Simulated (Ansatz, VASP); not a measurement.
# One calculation of Sc, two programs

```
Sc
1.0
     0.00000    3.13859    3.13859
     3.13859    0.00000    3.13859
     3.13859    3.13859    0.00000
Sc
2
Direct
  0.78500 0.90500 0.90500
  0.21500 0.09500 0.09500
```

Change from the starting cell: shortest bond scaled by 0.76, PAW files.

Alike in both runs: task electric field gradients; functional LDA; k mesh 8 × 8 × 8; occupations fermi-dirac, width 0.05 eV; no spin polarisation.

```csv
,VASP,Ansatz
version,VASP 6.6.1,Ansatz 0.2.0
potentials or method,"VASP PAW LDA potentials, release 64 (Sc_sv)","PAW with Ansatz's default frozen-core files, scalar-relativistic"
plane-wave cutoff (eV),520,420
valence electrons in the cell,22,22
```

```tsv
	VASP	Ansatz	Ansatz less VASP
pressure (GPa)	-0.5	-1.0	-0.52
traceless stress, the component that is largest in VASP (GPa)	-7.90	-7.26	+0.639
rms of the force components (eV/Å)	1.455	1.242	-0.2123
size of Vzz on the site where it differs most (V/Å²)	18.1	22.3	+4.20
```

LDA's correlation is that of Perdew and Zunger in VASP and of Perdew and Wang (1992) in Ansatz. Atom by atom the forces differ by 0.212 eV/Å (rms over components).
